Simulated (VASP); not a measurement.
# C: single point with PBE-based screened hybrid with 5 % exact exchange

Crystal: C.

```
C
1.0
     2.61972    0.00000    0.00000
     0.00000    2.61972    0.00000
     0.00000    0.00000    2.61972
C
3
Direct
  0.00000 0.50000 0.50000
  0.50000 0.00000 0.50000
  0.50000 0.50000 0.00000
```

- Program: VASP 6.6.1
- Task: single point
- Functional: PBE-based screened hybrid with 5 % exact exchange
- Potentials or basis: VASP PAW PBE potentials, release 64 (C)
- Cutoff: 520 eV
- k mesh: 5 × 5 × 5
- Occupations: fermi-dirac, width 0.05 eV
- Spin: no spin polarisation
- Dipole correction: no
- Grid for exact exchange (PRECFOCK): Normal
- Share of exact exchange: 0.05
- Further INCAR settings: ALGO = Normal; EDIFF = 1e-07; NBANDS = 13
- Screening parameter: 0.2 1/Å

```
Pressure               : 5.0 GPa
Band gap on the k mesh : zero (bands 6 and 7 overlap by 6.36 eV)
```

Levels at points of the mesh, in eV from the Fermi level:
```
           k point  band 4  band 5  band 6  band 7  band 8  band 9
(0.00, 0.00, 0.00)   -8.20   -3.07   -3.07    4.44    4.44    4.44
```

It took 93 s on 1 thread of Intel(R) Xeon(R) Platinum 8259CL CPU @ 2.50GHz (Skylake/Cascade Lake), on a shared host, peak memory 0.22 GiB.

Caveat: the k points lie up to 0.48 Å⁻¹ apart, too coarse for converged energies and pressures of a metal; the PAW data sets were made with another functional, which shifts forces and pressure a little.
